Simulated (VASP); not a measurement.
## Rh: single point with PBEsol

Rh:

```xyz
1
Lattice="0.0000 1.9016 1.8635 1.9016 0.0000 1.8635 1.9016 1.9016 0.0000" Properties=species:S:1:pos:R:3 pbc="T T T"
Rh    0.0000    0.0000    0.0000
```

This cell differs from its parent crystal: strain -0.0200 x Voigt [0, 0, 1, 0, 0, 0].

```
Program                : VASP 6.6.1
Task                   : single point
Functional             : PBEsol
Potentials or basis    : VASP PAW PBE potentials, release 64 (Rh_pv)
Cutoff                 : 520 eV
k mesh                 : 22 × 22 × 22
Occupations            : gaussian, width 0.15 eV
Spin                   : no spin polarisation
Dipole correction      : no
Further INCAR settings : ALGO = Fast; EDIFF = 1e-06; NBANDS = 14
```

| Quantity | Value |
| --- | --- |
| Pressure | 0.7 GPa |

Stress tensor (GPa, compression positive):
```
-1.04  0.00  0.00
 0.00 -1.04  0.00
 0.00  0.00  4.15
```

Levels at points of the mesh, in eV from the Fermi level:
```csv
k point,band 4,band 5,band 6,band 7,band 8,band 9,band 10,band 11
"(0.00, 0.00, 0.00)",-8.20,-3.26,-3.26,-3.04,-1.15,-0.88,15.93,20.31
"(0.50, 0.00, 0.00)",-6.33,-3.38,-3.15,0.55,0.63,0.66,8.80,15.42
"(0.50, 0.50, 0.00)",-6.54,-6.17,0.57,1.04,1.04,3.50,12.87,13.10
"(0.50, 0.00, 0.50)",-6.53,-6.15,0.59,0.93,1.12,3.06,12.30,13.36
```

Wall time 2.2 min on 1 thread of Intel(R) Xeon(R) Platinum 8259CL CPU @ 2.50GHz (Skylake/Cascade Lake), on a shared host, peak memory 0.24 GiB.

Caveat: the cell differs from its parent crystal (strain -0.0200 x Voigt [0, 0, 1, 0, 0, 0]); the PAW data sets were made with another functional, which shifts forces and pressure a little.
